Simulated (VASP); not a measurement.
The system is GaP2.

```
CELL_PARAMETERS angstrom
3.70000 0.00000 0.00000
-1.85000 3.20429 0.00000
0.00000 0.00000 9.90000
ATOMIC_POSITIONS crystal
Ga 0.66667 0.33333 0.72600
Ga 0.33333 0.66667 0.27400
P 0.33333 0.66667 0.03600
P 0.66667 0.33333 0.96400
P 0.66667 0.33333 0.38000
P 0.33333 0.66667 0.62000
```

```yaml
Program: VASP 6.6.1
Task: relaxation of cell and atoms
Functional: PBE
Potentials_or_basis: VASP PAW PBE potentials, release 64 (Ga_d, P)
Cutoff: 600 eV
k_mesh: 5 × 5 × 2
Occupations: gaussian, width 0.2 eV
Spin: no spin polarisation
```

At the start: pressure 2.2 GPa; volume 19.56 Å³/atom.

**Question.** How do energy, volume and symmetry change on relaxing?

**Answer.** Over 8 steps the energy falls by 47.2 meV/atom and the volume is 20.86 Å³/atom (+6.7 %); space group P-3m1 (No. 164, to 0.1 Å) before and after.

The path:
```csv
step,energy change (eV),largest force (eV/Å),pressure (GPa),volume (Å³)
1,0.0000,1.1375,2.24,117.37
2,-0.1655,0.6052,0.10,122.08
3,-0.2177,0.4212,-1.56,126.85
4,-0.2733,0.1359,0.31,124.16
5,-0.2750,0.0921,0.75,123.62
6,-0.2815,0.1552,-0.04,125.00
7,-0.2820,0.1081,0.12,124.73
8,-0.2833,0.0449,-0.08,125.18
```

Final structure:
```xyz
6
Lattice="3.7882 0.0000 0.0000 -1.8941 3.2807 0.0000 0.0000 0.0000 10.0727" Properties=species:S:1:pos:R:3 pbc="T T T"
Ga    1.8941    1.0936    7.1509
Ga    0.0000    2.1871    2.9218
P     0.0000    2.1871    0.4206
P     1.8941    1.0936    9.6520
P     1.8941    1.0936    3.7157
P     0.0000    2.1871    6.3570
```

Caveat: the k points lie up to 0.38 Å⁻¹ apart in the final cell; semilocal functionals underestimate gaps, and a narrow one can read as zero; the relaxation stopped at a loose force limit of 0.08 eV/Å, so its end isn't a converged minimum.
